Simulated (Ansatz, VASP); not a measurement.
## Al2O3: VASP beside Ansatz

```
Al O
1.0
     3.04407    0.00000    0.00000
    -1.52203    2.63624    0.00000
     0.00000    0.00000    7.64138
Al O
2 3
Cartesian
  0.0000 0.0000 2.1239
  0.0000 0.0000 5.5174
  0.0000 1.7575 1.5241
  1.5220 0.8787 6.1173
  0.0000 0.0000 3.8207
```

Alike in both runs: task single point; functional PBEsol; k mesh 12 × 12 × 4; no spin polarisation.

|  | VASP | Ansatz |
| --- | --- | --- |
| version | VASP 6.6.1 | Ansatz 0.2.0 |
| potentials or method | VASP PAW PBE potentials, release 64 (Al, O), cutoff 520 eV | plane waves, PAW |
| occupations | gaussian, width 0.01 eV | fixed |
| valence electrons in the cell | 24 | 24 |

|  | VASP | Ansatz | Ansatz less VASP |
| --- | --- | --- | --- |
| pressure (GPa) | -7.4 | -7.6 | -0.17 |
| traceless stress, the component that is largest in VASP (GPa) | 0.17 | -0.15 | -0.315 |

VASP's potentials were made for PBE, not for PBEsol.
